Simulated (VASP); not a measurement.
Runs of VASP 6.6.1 on Lu. The structure is that of space group P6_3/mmc (No. 194), or close to it. The cells are those of the table. 

| level | cell | k mesh | gap on the mesh (eV) | pressure (GPa) |
| --- | --- | --- | --- | --- |
| r2SCAN | a = 3.503, b = 3.503, c = 5.551 Å, angles 90.0, 90.0, 120.0°, 2 atoms | 5 × 5 × 3 | none | 0.1 |
| PBEsol | a = 3.503, b = 3.503, c = 5.551 Å, angles 90.0, 90.0, 120.0°, 2 atoms | 9 × 9 × 5 | none | -2.9 |
| LDA | a = 3.503, b = 3.503, c = 5.551 Å, angles 90.0, 90.0, 120.0°, 2 atoms | 9 × 9 × 5 | none | (a) |
| r2SCAN | a = 3.503, b = 3.503, c = 5.551 Å, angles 90.0, 90.0, 120.0°, 2 atoms | 9 × 9 × 5 | none | (b) |
| r2SCAN | a = 3.549, b = 3.549, c = 5.624 Å, angles 90.0, 90.0, 120.0°, 2 atoms | 9 × 9 × 5 | none | -2.1 |

Alike in all rows: task single point; potentials or basis VASP PAW PBE potentials, release 64 (Lu); no spin polarisation; cutoff (eV) 520; smearing fermi-dirac 0.05 eV.

**Question.** Estimate the missing entries.

**Answer.** (a) -5.4; (b) -0.3.

Caveats: some runs use coarse meshes; the PAW data sets were made with another functional, which shifts forces and pressure a little; spin-orbit coupling is left out, which moves the levels of the heavy elements.

A k mesh can miss the band edges, and the runs leave out spin-orbit coupling on Lu.

A gap of «none» marks levels without a gap at the run's occupations.
